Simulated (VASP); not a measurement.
# HPbNO4 (P1) in VASP: a series of runs, part 2 of 2

VASP 6.6.1. Earlier steps stand in the parts before.

## 3. Single point, r2SCAN+rVV10

This run uses another cell than the first one, of 12.53 Å³/atom, 0.967 times its volume.

File POSCAR:

```
HPbNO4
1.0
    3.6386206685     -0.4509057158     -0.1141142847
    1.3379916757      3.6345643973      0.0084444577
    1.4638791343      1.1670151798      6.3137037514
H Pb N O
1 1 1 4
Direct
    0.8467065485      0.6398302083      0.6063110506
    0.1771569567      0.9071605544      0.8764694354
    0.2641755135      0.3187588967      0.3142056865
    0.8081606628      0.5934756987      0.7606517339
    0.4359999959      0.2795286818      0.1352462196
    0.3696350159      0.0961800524      0.4747385198
   -0.0031046933      0.5808659076      0.3238773542
```

File INCAR.step1:

```
ALGO = Normal
EDIFF = 1E-4
ENCUT = 520
GGA = PE
ISMEAR = -1
LASPH = T
LCHARG = F
LREAL = F
LWAVE = T
NBANDS = 31
NELM = 80
PREC = Accurate
SIGMA = 0.05
```

File INCAR.step2:

```
ALGO = Normal
BPARAM = 11.95
CPARAM = 0.0093
EDIFF = 1E-7
ENCUT = 520
ISIF = 2
ISMEAR = -1
ISTART = 1
IVDW_NL = 2
LASPH = T
LCHARG = T
LELF = T
LMIXTAU = T
LREAL = F
LUSE_VDW = T
LVHAR = T
LWAVE = F
METAGGA = R2SCAN
NBANDS = 31
NELM = 80
PREC = Accurate
SIGMA = 0.05
```

File KPOINTS:

```
k-points
0
Gamma
  5 5 3
```

Potentials or basis: VASP PAW PBE potentials, release 64 (H, Pb_d, N, O).

Started as:

```
$ cat potpaw_PBE.64/H/POTCAR potpaw_PBE.64/Pb_d/POTCAR potpaw_PBE.64/N/POTCAR potpaw_PBE.64/O/POTCAR > POTCAR
$ cp INCAR.step1 INCAR
$ mpirun -np 1 vasp_std > vasp.out
$ cp INCAR.step2 INCAR
$ mpirun -np 1 vasp_std > vasp.out
```

OUTCAR:

```text
BPARAM = 11.95
   EDIFF = 1E-7
   ENCUT = 520
   ISIF = 2
   ISMEAR = -1
   ISTART = 1
   IVDW_NL = 2
   LASPH = T
   LREAL = F
   METAGGA = R2SCAN
   NELM = 80
   PREC = Accurate

 ion  position               nearest neighbor table
   1  0.847  0.640  0.606-   4 0.98
   2  0.177  0.907  0.876-   4 2.33   4 2.45   6 2.59   5 2.68   4 2.68   5 2.87   7 2.93
   3  0.264  0.319  0.314-   6 1.25   7 1.25   5 1.27
   4  0.808  0.593  0.761-   1 0.98   2 2.33   2 2.45   2 2.68
   5  0.436  0.280  0.135-   3 1.27   2 2.68   2 2.87
   6  0.370  0.096  0.475-   3 1.25   2 2.59
   7  0.997  0.581  0.324-   3 1.25   2 2.93

  LATTYP: Found a triclinic cell.
 ALAT       =     3.6682282377
 B/A-ratio  =     2.4515627637
 C/A-ratio  =     1.0558308969
 COS(alpha) =     0.0058485561
 COS(beta)  =     0.2272541590
 COS(gamma) =     0.6921307063

  Lattice vectors:

 A1 = (   3.6386206685,  -0.4509057158,  -0.1141142847)
 A2 = (   5.8133622027,  -2.0688266114,  -6.5419323208)
 A3 = (   1.3379916757,   3.6345643973,   0.0084444577)

Analysis of symmetry for initial positions (statically):
=====================================================================
 Subroutine PRICEL returns:
 Original cell was already a primitive cell.

 Routine SETGRP: Setting up the symmetry group for a
 triclinic supercell.

 Subroutine GETGRP returns: Found  1 space group operations
 (whereof  1 operations were pure point group operations)
 out of a pool of  2 trial point group operations.

The static configuration has the point symmetry C_1 .

Analysis of symmetry for dynamics (positions and initial velocities):
=====================================================================
 Subroutine PRICEL returns:
 Original cell was already a primitive cell.

 Routine SETGRP: Setting up the symmetry group for a
 triclinic supercell.

 Subroutine GETGRP returns: Found  1 space group operations
 (whereof  1 operations were pure point group operations)
 out of a pool of  2 trial point group operations.

The dynamic configuration has the point symmetry C_1 .

 Subroutine INISYM returns: Found  1 space group operations
 (whereof  1 operations are pure point group operations),
 and found     1 'primitive' translations

----------------------------------------------------------------------------------------

                                     Primitive cell

  volume of cell :      87.6941

  direct lattice vectors                    reciprocal lattice vectors
     3.638620669 -0.450905716 -0.114114285     0.261564946 -0.096190273 -0.042866116
     1.337991676  3.634564397  0.008444458     0.030945199  0.263874274 -0.055948985
     1.463879134  1.167015180  6.313703751     0.004686153 -0.002091476  0.157685704

  length of vectors
     3.668228238  3.873028710  6.585417345     0.281968604  0.271509717  0.157769185

  position of ions in fractional coordinates (direct lattice)
     0.846706549  0.639830208  0.606311051
     0.177156957  0.907160554  0.876469435
     0.264175513  0.318758897  0.314205687
     0.808160663  0.593475699  0.760651734
     0.435999996  0.279528682  0.135246220
     0.369635016  0.096180052  0.474738520
     0.996895307  0.580865908  0.323877354

[... 40 lines left out ...]
  0.400000 -0.000000 -0.000000      2.000000
 -0.000000  0.200000 -0.000000      2.000000
  0.200000  0.200000 -0.000000      2.000000
  0.400000  0.200000  0.000000      2.000000
[... 16 lines left out ...]
 -0.200000  0.200000  0.333333      2.000000
  0.000000  0.400000  0.333333      2.000000
 [... further k-points ...]
   k-points           NKPTS =     38   k-points in BZ     NKDIM =     38   number of bands    NBANDS=     31
   number of dos      NEDOS =    301   number of ions     NIONS =      7
   total plane-waves  NPLWV =  42000
   dimension x,y,z NGX =    28 NGY =   30 NGZ =   50
   dimension x,y,z NGXF=    56 NGYF=   60 NGZF=  100
   ions per type =               1   1   1   4
   NGX,Y,Z   is equivalent  to a cutoff of  12.69, 12.88, 12.62 a.u.
   NGXF,Y,Z  is equivalent  to a cutoff of  25.38, 25.75, 25.24 a.u.
 SYSTEM =  unknown system
   PREC   = accura    normal or accurate (medium, high low for compatibility)
   ISTART =      1    job   : 0-new  1-cont  2-samecut
   ICHARG =      0    charge: 1-file 2-atom 10-const
   ISPIN  =      1    spin polarized calculation?
   LNONCOLLINEAR =      F non collinear calculations
   LSORBIT =      F    spin-orbit coupling
   LASPH  =      T    aspherical Exc in radial PAW
   ENCUT  =  520.0 eV  38.22 Ry    6.18 a.u.   6.82  7.20 12.24*2*pi/ulx,y,z
   NELM   =     80;   NELMIN=  2; NELMDL=  0     # of ELM steps
   EDIFF  = 0.1E-06   stopping-criterion for ELM
   LREAL  =      F    real-space projection
   EDIFFG = 0.1E-05   stopping-criterion for IOM
   NSW    =      0    number of steps for IOM
   IBRION =     -1    ionic relax: 0-MD 1-quasi-New 2-CG
   NFREE  =      0    steps in history (QN), initial steepest desc. (CG)
   ISIF   =      2    stress and relaxation
   ISYM   =      2    0-nonsym 1-usesym 2-fastsym
   POTIM  = 0.5000    time-step for ionic-motion
   TEBEG  =    0.0;   TEEND  =   0.0 temperature during run
   PSTRESS=    0.0 pullay stress
   NELECT =      44.0000    total number of electrons
   NUPDOWN=      -1.0000    fix difference up-down
   EMIN   =  10.00;   EMAX   =-10.00  energy-range for DOS
   EFERMI =   0.00;   METHOD = LEGACY
   ISMEAR =    -1;   SIGMA  =   0.05  broadening in eV -4-tet -1-fermi 0-gaus
   EFERMI_NEDOS =   21; number of points for ismear=-14 and -15
   IALGO  =     38    algorithm
   IMIX   =      4    mixing-type and parameters
     AMIX     =   0.40;   BMIX     =  1.00
     AMIX_MAG =   1.60;   BMIX_MAG =  1.00
  volume/ion in A,a.u.               =      12.53        84.54
  Fermi-wavevector in a.u.,A,eV,Ry     =   1.300875  2.458297 23.024809  1.692276
  Thomas-Fermi vector in A             =   2.432045
   LORBIT       =      0    0 simple, 1 ext, 2 COOP (PROOUT), +10 PAW based schemes
   METAGGA = R2SCAN    functional components
   LHFCALC =     F    Hartree Fock is set to
   AEXX    =    0.0000 exact exchange contribution
   IVDW_NL    =     2    kernel type
   BPARAM     =11.9500
   IVDW    =     0    specifies the selected vdW correction
   LEPSILON=     F    determine dielectric tensor
   LRPA    =     F    only Hartree local field effects (RPA)
 non-spin polarized calculation
  energy-cutoff  :      520.00
  volume of cell :       87.69
 maximum number of plane-waves:      2374
   NGX = 13   NGY = 15   NGZ = 25

 number of electron      43.9999997 magnetization

 Free energy of the ion-electron system (eV)
  ---------------------------------------------------
  ext. energy  EPLUGINS =         0.00000000
  ---------------------------------------------------
  free energy    TOTEN  =       -96.77222777 eV

  energy without entropy =      -96.77222777  energy(sigma->0) =      -96.77222777

 E-fermi :   2.7631     XC(G=0): -10.1528

 val. band max:        1.5728100467   @ k =   0.2000  -0.4000   0.3333
 cond. band min:       4.8613350270   @ k =   0.4000   0.4000   0.3333
 fundamental gap:      3.2885249803
 Fermi energy:         2.7631257680

 k-point     1 :       0.0000    0.0000    0.0000
  band No.  band energies     occupation
      1     -25.9106      2.00000
      2     -20.1146      2.00000
      3     -19.8561      2.00000
      4     -17.6181      2.00000
      5     -14.2363      2.00000
      6     -14.1689      2.00000
[... 805 lines left out ...]
     30      13.3839      0.00000
     31      14.4420      0.00000

 [... further k-points ...]

------------------------ aborting loop because EDIFF is reached ----------------------------------------

  FORCE on cell =-STRESS in cart. coord.  units (eV):
  Direction    XX          YY          ZZ          XY          YZ          ZX
  --------------------------------------------------------------------------------------
  -------------------------------------------------------------------------------------
  Total        0.2019055      0.7656580      1.0453751     -0.4721143     -0.0815505      0.0024033
  in kB        3.6888264     13.9886209     19.0990717     -8.6255599     -1.4899327      0.0439083
  external PRESSURE =      12.2588397 kB  Pullay stress =       0.0000000 kB

 VOLUME and BASIS-vectors are now :
 -----------------------------------------------------------------------------
  energy-cutoff  :      520.00
  volume of cell :       87.69
      direct lattice vectors                 reciprocal lattice vectors
     3.638620669 -0.450905716 -0.114114285     0.261564946 -0.096190273 -0.042866116
     1.337991676  3.634564397  0.008444458     0.030945199  0.263874274 -0.055948985
     1.463879134  1.167015180  6.313703751     0.004686153 -0.002091476  0.157685704

 POSITION                                       TOTAL-FORCE (eV/Angst)
 -----------------------------------------------------------------------------------
      4.82450      2.65129      3.73685        -0.012033     -0.012398     -0.161205
      3.14143      4.24011      5.52121         0.020623      0.042642      0.024575
      1.84769      1.40611      1.95635         0.026700     -0.064954     -0.064646
      4.84816      2.68031      4.71532        -0.009431     -0.023408      0.102316
      2.15843      0.97720      0.80651         0.120980     -0.173063     -0.449358
      2.16861      0.73693      2.95599         0.151525     -0.310207      0.478077
      4.87863      2.03966      1.93601        -0.298364      0.541388      0.070242
 -----------------------------------------------------------------------------------
    total drift:                                0.000085     -0.001300      0.000937

  FREE ENERGIE OF THE ION-ELECTRON SYSTEM (eV)
  ---------------------------------------------------
  free  energy   TOTEN  =       -96.7722277744 eV

  energy  without entropy=      -96.7722277744  energy(sigma->0) =      -96.77222777
```

It took 10 min on 1 thread of Oxide Virtual Turin-like, shared host; peak memory 0.39 GiB.

What came out:

- Free energy: -96.7722 eV
- Pressure: 1.2 GPa
- Largest force: 0.622 eV/Å
- Band gap on the k mesh: 3.29 eV, indirect (least direct gap 3.50 eV)

Forces in eV/Å, atoms in the order of the input:
```
H   -0.012 -0.012 -0.161
Pb   0.021  0.043  0.025
N    0.027 -0.065 -0.065
O   -0.009 -0.023  0.102
O    0.121 -0.173 -0.449
O    0.152 -0.310  0.478
O   -0.298  0.541  0.070
```

Caveat: the standard files for N, O and F lose accuracy on very short bonds; the PAW data sets were made with another functional, which shifts forces and pressure a little; spin-orbit coupling is left out, which moves the levels of the heavy elements. A k mesh can miss the band edges.
